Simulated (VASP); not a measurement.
# TiC in VASP: a series of runs

Runs on TiC. Level: PBE. Tasks: single point.

Everything below comes from runs of VASP 6.6.1. Logs are shortened: lines on timing, memory, paths and dates and some standing lists are left out, and cuts for length are marked.

**1. The cell of the first run**

The cell holds a wire or tube with vacuum around it, 16 atoms: a = 12.500 Å, b = 12.400 Å, c = 5.389 Å, α = 90.00°, β = 90.00°, γ = 90.00°.

**2. Single point, PBE**

File INCAR:

```
ALGO = Normal
EDIFF = 1E-6
ENCUT = 520
GGA = PE
ISIF = 2
ISMEAR = 0
LASPH = True
LCHARG = False
LREAL = Auto
LWAVE = False
NBANDS = 78
NELM = 60
PREC = Accurate
SIGMA = 0.05
```

File KPOINTS:

```
k-points
0
Gamma
  1 1 7
```

File POSCAR:

```
TiC
1.0
   12.5000000000      0.0000000000      0.0000000000
    0.0000000000     12.4000000000      0.0000000000
    0.0000000000      0.0000000000      5.3890056829
Ti C
8 8
Direct
    0.5730659762      0.5000000000     -0.0606781262
    0.4269340238      0.5000000000      0.3940114596
    0.3445036543      0.3856883640     -0.0085305674
    0.6554963457      0.3856883640      0.3418639008
    0.5000000000      0.6556722783      0.6666666667
    0.3445036543      0.6143116360     -0.0085305674
    0.6554963457      0.6143116360      0.3418639008
    0.5000000000      0.3443277217      0.6666666667
    0.4113168218      0.5000000000      0.7780527107
    0.5886831782      0.5000000000      0.5552806227
    0.5000000000      0.3308545952      0.1666666667
    0.4085843941      0.6696347937      0.3177109895
    0.5914156059      0.6696347937      1.0156223438
    0.5000000000      0.6691454048      0.1666666667
    0.4085843941      0.3303652063      0.3177109895
    0.5914156059      0.3303652063      1.0156223438
```

Potentials or basis: VASP PAW PBE potentials, release 64 (Ti_sv, C).

Command:

```console
$ cat potpaw_PBE.64/Ti_sv/POTCAR potpaw_PBE.64/C/POTCAR > POTCAR
$ mpirun -np 1 vasp_std > vasp.out
```

OUTCAR:

```text
EDIFF = 1E-6
   ENCUT = 520
   GGA = PE
   ISIF = 2
   ISMEAR = 0
   LASPH = True
   LREAL = Auto
   NELM = 60
   PREC = Accurate

 ion  position               nearest neighbor table
   1  0.573  0.500  0.939-  10 2.08  13 2.16  16 2.16   9 2.20   5 2.59   8 2.59   7 2.79   4 2.79

   2  0.427  0.500  0.394-   9 2.08  12 2.16  15 2.16  10 2.20   5 2.59   8 2.59   6 2.79   3 2.79

   3  0.345  0.386  0.991-   9 2.01  15 2.05  11 2.27   8 2.67   2 2.79   6 2.83
   4  0.655  0.386  0.342-  10 2.01  16 2.05  11 2.27   8 2.67   1 2.79   7 2.83
   5  0.500  0.656  0.667-  13 2.21  12 2.21   9 2.31  10 2.31   1 2.59   2 2.59   6 2.67   7 2.67

   6  0.345  0.614  0.991-   9 2.01  12 2.05  14 2.27   5 2.67   2 2.79   3 2.83
   7  0.655  0.614  0.342-  10 2.01  13 2.05  14 2.27   5 2.67   1 2.79   4 2.83
   8  0.500  0.344  0.667-  16 2.21  15 2.21   9 2.31  10 2.31   1 2.59   2 2.59   3 2.67   4 2.67

   9  0.411  0.500  0.778-   3 2.01   6 2.01   2 2.08   1 2.20   5 2.31   8 2.31
  10  0.589  0.500  0.555-   4 2.01   7 2.01   1 2.08   2 2.20   5 2.31   8 2.31
  11  0.500  0.331  0.167-  15 1.40  16 1.40   4 2.27   3 2.27
  12  0.409  0.670  0.318-  14 1.40   6 2.05   2 2.16   5 2.21
  13  0.591  0.670  0.016-  14 1.40   7 2.05   1 2.16   5 2.21
  14  0.500  0.669  0.167-  12 1.40  13 1.40   7 2.27   6 2.27
  15  0.409  0.330  0.318-  11 1.40   3 2.05   2 2.16   8 2.21
  16  0.591  0.330  0.016-  11 1.40   4 2.05   1 2.16   8 2.21

  LATTYP: Found a simple orthorhombic cell.
 ALAT       =     5.3890056829
 B/A-ratio  =     2.3009810584
 C/A-ratio  =     2.3195373573

  Lattice vectors:

 A1 = (   0.0000000000,   0.0000000000,  -5.3890056829)
 A2 = (   0.0000000000,  12.4000000000,   0.0000000000)
 A3 = (  12.5000000000,   0.0000000000,   0.0000000000)

Analysis of symmetry for initial positions (statically):
=====================================================================
 Subroutine PRICEL returns:
 Original cell was already a primitive cell.

 Routine SETGRP: Setting up the symmetry group for a
 simple orthorhombic supercell.

 Subroutine GETGRP returns: Found  4 space group operations
 (whereof  2 operations were pure point group operations)
 out of a pool of  8 trial point group operations.

The static configuration has the point symmetry C_1h.
 The point group associated with its full space group is C_2h.

Analysis of symmetry for dynamics (positions and initial velocities):
=====================================================================
 Subroutine PRICEL returns:
 Original cell was already a primitive cell.

 Routine SETGRP: Setting up the symmetry group for a
 simple orthorhombic supercell.

 Subroutine GETGRP returns: Found  4 space group operations
 (whereof  2 operations were pure point group operations)
 out of a pool of  8 trial point group operations.

The dynamic configuration has the point symmetry C_1h.
 The point group associated with its full space group is C_2h.

 Subroutine INISYM returns: Found  4 space group operations
 (whereof  2 operations are pure point group operations),
 and found     1 'primitive' translations

----------------------------------------------------------------------------------------

                                     Primitive cell

  volume of cell :     835.2959

  direct lattice vectors                    reciprocal lattice vectors
    12.500000000  0.000000000  0.000000000     0.080000000  0.000000000  0.000000000
     0.000000000 12.400000000  0.000000000     0.000000000  0.080645161  0.000000000
     0.000000000  0.000000000  5.389005683     0.000000000  0.000000000  0.185562989

  length of vectors
    12.500000000 12.400000000  5.389005683     0.080000000  0.080645161  0.185562989

  position of ions in fractional coordinates (direct lattice)
     0.573065976  0.500000000  0.939321874
     0.426934024  0.500000000  0.394011460
     0.344503654  0.385688364  0.991469433
     0.655496346  0.385688364  0.341863901
     0.500000000  0.655672278  0.666666667
     0.344503654  0.614311636  0.991469433
[... 8 lines left out ...]
     0.408584394  0.330365206  0.317710990
     0.591415606  0.330365206  0.015622344

  ion indices of the primitive-cell ions
   primitive index   ion index
                 1           1
                 2           2
                 3           3
                 4           4
                 5           5
                 6           6
[... 8 lines left out ...]
                15          15
                16          16

----------------------------------------------------------------------------------------

 KPOINTS: k-points

Automatic generation of k-mesh.
 Grid dimensions read from file:
 generate k-points for:    1    1    7

 Generating k-lattice:

  Cartesian coordinates                     Fractional coordinates (reciprocal lattice)
     0.080000000  0.000000000  0.000000000     1.000000000  0.000000000  0.000000000
     0.000000000  0.080645161  0.000000000     0.000000000  1.000000000  0.000000000
     0.000000000  0.000000000  0.026508998     0.000000000  0.000000000  0.142857143

  Length of vectors
     0.080000000  0.080645161  0.026508998

  Shift w.r.t. Gamma in fractional coordinates (k-lattice)
     0.000000000  0.000000000  0.000000000

 Subroutine IBZKPT returns following result:
 ===========================================

 Found      4 irreducible k-points:

 Following reciprocal coordinates:
            Coordinates               Weight
  0.000000  0.000000  0.000000      1.000000
  0.000000  0.000000  0.142857      2.000000
  0.000000  0.000000  0.285714      2.000000
  0.000000  0.000000  0.428571      2.000000
   k-points           NKPTS =      4   k-points in BZ     NKDIM =      4   number of bands    NBANDS=     78
   number of dos      NEDOS =    301   number of ions     NIONS =     16
   total plane-waves  NPLWV = 368640
   dimension x,y,z NGX =    96 NGY =   96 NGZ =   40
   dimension x,y,z NGXF=   192 NGYF=  192 NGZF=   80
   ions per type =               8   8
   NGX,Y,Z   is equivalent  to a cutoff of  12.77, 12.87, 12.34 a.u.
   NGXF,Y,Z  is equivalent  to a cutoff of  25.54, 25.74, 24.68 a.u.
 SYSTEM =  unknown system
   PREC   = accura    normal or accurate (medium, high low for compatibility)
   ISTART =      0    job   : 0-new  1-cont  2-samecut
   ICHARG =      2    charge: 1-file 2-atom 10-const
   ISPIN  =      1    spin polarized calculation?
   LNONCOLLINEAR =      F non collinear calculations
   LSORBIT =      F    spin-orbit coupling
   LASPH  =      T    aspherical Exc in radial PAW
   ENCUT  =  520.0 eV  38.22 Ry    6.18 a.u.  23.24 23.06 10.02*2*pi/ulx,y,z
   NELM   =     60;   NELMIN=  2; NELMDL= -5     # of ELM steps
   EDIFF  = 0.1E-05   stopping-criterion for ELM
   LREAL  =      T    real-space projection
   EDIFFG = 0.1E-04   stopping-criterion for IOM
   NSW    =      0    number of steps for IOM
   IBRION =     -1    ionic relax: 0-MD 1-quasi-New 2-CG
   NFREE  =      0    steps in history (QN), initial steepest desc. (CG)
   ISIF   =      2    stress and relaxation
   ISYM   =      2    0-nonsym 1-usesym 2-fastsym
   POTIM  = 0.5000    time-step for ionic-motion
   TEBEG  =    0.0;   TEEND  =   0.0 temperature during run
   PSTRESS=    0.0 pullay stress
   NELECT =     128.0000    total number of electrons
   NUPDOWN=      -1.0000    fix difference up-down
   EMIN   =  10.00;   EMAX   =-10.00  energy-range for DOS
   EFERMI =   0.00;   METHOD = LEGACY
   ISMEAR =     0;   SIGMA  =   0.05  broadening in eV -4-tet -1-fermi 0-gaus
   EFERMI_NEDOS =   21; number of points for ismear=-14 and -15
   IALGO  =     38    algorithm
   IMIX   =      4    mixing-type and parameters
     AMIX     =   0.40;   BMIX     =  1.00
     AMIX_MAG =   1.60;   BMIX_MAG =  1.00
  volume/ion in A,a.u.               =      52.21       352.30
  Fermi-wavevector in a.u.,A,eV,Ry     =   0.876055  1.655504 10.442096  0.767472
  Thomas-Fermi vector in A             =   1.995812
   LORBIT       =      0    0 simple, 1 ext, 2 COOP (PROOUT), +10 PAW based schemes
   GGA     = PE    functional components
   LHFCALC =     F    Hartree Fock is set to
   AEXX    =    0.0000 exact exchange contribution
   IVDW    =     0    specifies the selected vdW correction
   LEPSILON=     F    determine dielectric tensor
   LRPA    =     F    only Hartree local field effects (RPA)
 non-spin polarized calculation
 Gauss-broadening in eV      SIGMA  =   0.05
  energy-cutoff  :      520.00
  volume of cell :      835.30
 maximum number of plane-waves:     22508
 NGX is ok and might be reduce to    96
   NGX = 47   NGY = 47   NGZ = 21

 number of electron     127.9999993 magnetization

 Free energy of the ion-electron system (eV)
  ---------------------------------------------------
  ext. energy  EPLUGINS =         0.00000000
  ---------------------------------------------------
  free energy    TOTEN  =      -125.43197779 eV

  energy without entropy =     -125.41661692  energy(sigma->0) =     -125.42429735

 E-fermi :  -0.2249     XC(G=0):  -3.9882

 val. band max:       -0.3248939970   @ k =   0.0000   0.0000   0.2857
 cond. band min:      -0.2017446436   @ k =   0.0000   0.0000   0.4286
 fundamental gap:      0.1231493535
 Fermi energy:        -0.2249402304

 k-point     1 :       0.0000    0.0000    0.0000
  band No.  band energies     occupation
      1     -57.2296      2.00000
      2     -57.2220      2.00000
      3     -57.1974      2.00000
      4     -57.1926      2.00000
      5     -56.9411      2.00000
      6     -56.8642      2.00000
[... 68 lines left out ...]
     75       0.9382      0.00000
     76       0.9813      0.00000

 k-point     2 :       0.0000    0.0000    0.1429
  band No.  band energies     occupation
      1     -57.2290      2.00000
      2     -57.2221      2.00000
      3     -57.1973      2.00000
      4     -57.1926      2.00000
      5     -56.9414      2.00000
      6     -56.8649      2.00000
[... 68 lines left out ...]
     75       0.9915      0.00000
     76       0.9969      0.00000

 k-point     3 :       0.0000    0.0000    0.2857
  band No.  band energies     occupation
      1     -57.2274      2.00000
      2     -57.2225      2.00000
      3     -57.1972      2.00000
      4     -57.1927      2.00000
      5     -56.9422      2.00000
      6     -56.8694      2.00000
[... 68 lines left out ...]
     75       0.9996      0.00000
     76       1.0464      0.00000

 k-point     4 :       0.0000    0.0000    0.4286
  band No.  band energies     occupation
      1     -57.2257      2.00000
      2     -57.2232      2.00000
      3     -57.1971      2.00000
      4     -57.1928      2.00000
      5     -56.9428      2.00000
      6     -56.8727      2.00000
[... 68 lines left out ...]
     75       0.9246      0.00000
     76       1.0452      0.00000
 [bands above 76 left out]

------------------------ aborting loop because EDIFF is reached ----------------------------------------

  FORCE on cell =-STRESS in cart. coord.  units (eV):
  Direction    XX          YY          ZZ          XY          YZ          ZX
  --------------------------------------------------------------------------------------
  -------------------------------------------------------------------------------------
  Total        0.2950605      0.2212104      0.3337370      0.0000000      0.0000000      0.0314633
  in kB        0.5659543      0.4243028      0.6401395      0.0000000      0.0000000      0.0603496
  external PRESSURE =       0.5434655 kB  Pullay stress =       0.0000000 kB

 VOLUME and BASIS-vectors are now :
 -----------------------------------------------------------------------------
  energy-cutoff  :      520.00
  volume of cell :      835.30
      direct lattice vectors                 reciprocal lattice vectors
    12.500000000  0.000000000  0.000000000     0.080000000  0.000000000  0.000000000
     0.000000000 12.400000000  0.000000000     0.000000000  0.080645161  0.000000000
     0.000000000  0.000000000  5.389005683     0.000000000  0.000000000  0.185562989

 POSITION                                       TOTAL-FORCE (eV/Angst)
 -----------------------------------------------------------------------------------
      7.16332      6.20000      5.06201        -0.005804      0.000000      0.022876
      5.33668      6.20000      2.12333         0.005804      0.000000     -0.022876
      4.30630      4.78254      5.34303        -0.025765      0.012102     -0.009060
      8.19370      4.78254      1.84231         0.025765      0.012102      0.009060
      6.25000      8.13034      3.59267        -0.000000      0.006190     -0.000000
      4.30630      7.61746      5.34303        -0.025765     -0.012102     -0.009060
[... 8 lines left out ...]
      5.10730      4.09653      1.71215        -0.034284     -0.027895      0.025767
      7.39270      4.09653      0.08419         0.034284     -0.027895     -0.025767
 -----------------------------------------------------------------------------------
    total drift:                                0.000016     -0.000000     -0.000265

  FREE ENERGIE OF THE ION-ELECTRON SYSTEM (eV)
  ---------------------------------------------------
  free  energy   TOTEN  =      -125.4319777852 eV

  energy  without entropy=     -125.4166169220  energy(sigma->0) =     -125.42429735
```

It took 11 min on 1 thread of Intel Xeon Platinum 8259CL at 2.50GHz (Skylake/Cascade Lake), shared host; peak memory 0.78 GiB.

Results:

```yaml
Free_energy: -125.4320 eV
Largest_force: 0.051 eV/Å
Band_gap_on_the_k_mesh: zero (bands 64 and 65 overlap by 0.04 eV)
```

Forces on the atoms (eV/Å):
```
Ti  -0.006  0.000  0.023
Ti   0.006  0.000 -0.023
Ti  -0.026  0.012 -0.009
Ti   0.026  0.012  0.009
Ti   0.000  0.006  0.000
Ti  -0.026 -0.012 -0.009
Ti   0.026 -0.012  0.009
Ti   0.000 -0.006  0.000
C    0.002  0.000 -0.016
C   -0.002  0.000  0.016
C    0.000 -0.011  0.000
C   -0.034  0.028  0.026
C    0.034  0.028 -0.026
C    0.000  0.011  0.000
C   -0.034 -0.028  0.026
C    0.034 -0.028 -0.026
```

**3. Single point, PBE**

This run uses another cell than the first one.

File INCAR:

```
PREC     = Accurate       # precision mode
ENCUT    = 520            # plane-wave cutoff, eV
EDIFF    = 1E-6           # SCF threshold, eV
ISMEAR   = 0              # smearing method
SIGMA    = 0.05           # smearing width, eV
LREAL    = Auto         
LASPH    = True           # aspherical terms in the spheres
NELM     = 100            # most SCF steps
ALGO     = Normal         # electronic algorithm
ISIF     = 2              # what is computed and relaxed
LWAVE    = False          # write WAVECAR
LCHARG   = False          # write CHGCAR
GGA      = PE             # functional
NBANDS   = 78             # bands
```

File KPOINTS:

```
Automatic mesh
0
Gamma
  1 1 7
```

File POSCAR:

```
TiC
1.0
   12.5000000000      0.0000000000      0.0000000000
    0.0000000000     12.4000000000      0.0000000000
    0.0000000000      0.0000000000      7.5046669291
Ti C
8 8
Direct
    0.5707546783      0.5000000000      0.0000000000
    0.4292453217      0.5000000000      0.3333333333
    0.3584906433      0.3764609901      0.0000000000
    0.6415093567      0.3764609901      0.3333333333
    0.5000000000      0.6235390099      0.6666666667
    0.3584906433      0.6235390099      0.0000000000
    0.6415093567      0.6235390099      0.3333333333
    0.5000000000      0.3764609901      0.6666666667
    0.4292453217      0.5000000000      0.8333333333
    0.5707546783      0.5000000000      0.5000000000
    0.5000000000      0.3764609901      0.1666666667
    0.3584906433      0.6235390099      0.5000000000
    0.6415093567      0.6235390099      0.8333333333
    0.5000000000      0.6235390099      0.1666666667
    0.3584906433      0.3764609901      0.5000000000
    0.6415093567      0.3764609901      0.8333333333
```

Potentials or basis: VASP PAW PBE potentials, release 64 (Ti_sv, C).

Command:

```console
$ cat potpaw_PBE.64/Ti_sv/POTCAR potpaw_PBE.64/C/POTCAR > POTCAR
$ mpirun -np 1 vasp_std > vasp.out
```

Wall time 16 min (1 thread of Intel Xeon Platinum 8259CL at 2.50GHz (Skylake/Cascade Lake), shared host); peak memory 1 GiB.

Results (log left out):

| Item | Value |
| --- | --- |
| Free energy | -111.4500 eV |
| Largest force | 3.874 eV/Å |

Forces on the atoms (eV/Å):
```
Ti   1.103  0.000 -1.125
Ti  -1.103  0.000  1.125
Ti   3.011  2.376  0.545
Ti  -3.011  2.376 -0.545
Ti   0.000 -1.769  0.000
Ti   3.011 -2.376  0.545
Ti  -3.011 -2.376 -0.545
Ti   0.000  1.769  0.000
C   -1.169  0.000  0.896
C    1.169  0.000 -0.896
C    0.000 -0.932  0.000
C    1.518 -0.964 -0.089
C   -1.518 -0.964  0.089
C    0.000  0.932  0.000
C    1.518  0.964 -0.089
C   -1.518  0.964  0.089
```

Levels at points of the mesh, in eV from the Fermi level:
```csv
k point,band 61,band 62,band 63,band 64,band 65,band 66,band 67,band 68
"(0.00, 0.00, 0.00)",-0.37,-0.26,-0.02,-0.01,0.10,0.17,0.20,0.41
```
